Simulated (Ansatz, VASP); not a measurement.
One calculation of BN, two programs

INCAR

```
PREC = Accurate
ENCUT = 520
EDIFF = 1E-6
ISMEAR = 0
SIGMA = 0.05
LREAL = False
LASPH = True
NELM = 100
ALGO = Normal
ISIF = 2
LWAVE = False
LCHARG = False
GGA = PE
IVDW = 12
NBANDS = 16
```

The input KPOINTS:

```
Automatic mesh
0
Gamma
  12 12 4
```

The input POSCAR:

```
BN
1.0
    2.5061233057      0.0000000000      0.0000000000
   -1.2530616528      2.1703664477      0.0000000000
    0.0000000000      0.0000000000      6.5973571420
B N
2 2
Direct
    0.0000000000      0.0000000000      0.4563461559
    0.3333333333      0.6666666667      0.0000000000
    0.0000000000      0.0000000000      0.0000000000
    0.6666666667      0.3333333333      0.5000000000
```

Input for Ansatz:

```yaml
crystal:
  lattice:
    - [2.5061233057, 0.0, 0.0]
    - [-1.2530616528, 2.1703664477, 0.0]
    - [0.0, 0.0, 6.597357142]
  atoms:
    - { symbol: B, position: [0.0, 0.0, 0.4563461559] }
    - { symbol: B, position: [0.3333333333, 0.6666666667, 0.0] }
    - { symbol: "N", position: [0.0, 0.0, 0.0] }
    - { symbol: "N", position: [0.6666666667, 0.3333333333, 0.5] }
basis:
  ecutwfc: 420
kpoints:
  mp_grid: { grid: [12, 12, 4] }
hamiltonian:
  xc: pbe
  dispersion: d3bj
scf:
  occupations: { method: gaussian, width: 0.05 }
output:
  forces: true
  stress: true
  eigenvalues: true
```

Alike in both runs: task single point; functional PBE; dispersion D3(BJ); k mesh 12 × 12 × 4; occupations gaussian, width 0.05 eV; no spin polarisation.

```csv
,VASP,Ansatz
version,VASP 6.6.1,Ansatz 0.2.0
potentials or method,"VASP PAW PBE potentials, release 64 (B, N), cutoff 520 eV","scalar-relativistic, plane waves, PAW"
valence electrons in the cell,16,16
```

Ansatz gave:

- gap on the k mesh at the Fermi level (eV): 3.99
- least direct gap on the mesh (eV): 4.19
- pressure (GPa): -2.5
- traceless stress, the component that is largest in VASP (GPa): -3.20
- rms of the force components (eV/Å): 1.585

**Question.** Which values does VASP return?

**Answer.** gap on the k mesh at the Fermi level (eV): 3.98; least direct gap on the mesh (eV): 4.19; pressure (GPa): -2.4; traceless stress, the component that is largest in VASP (GPa): -3.43; rms of the force components (eV/Å): 1.587.

Atom by atom the forces differ by 0.002 eV/Å (rms over components).
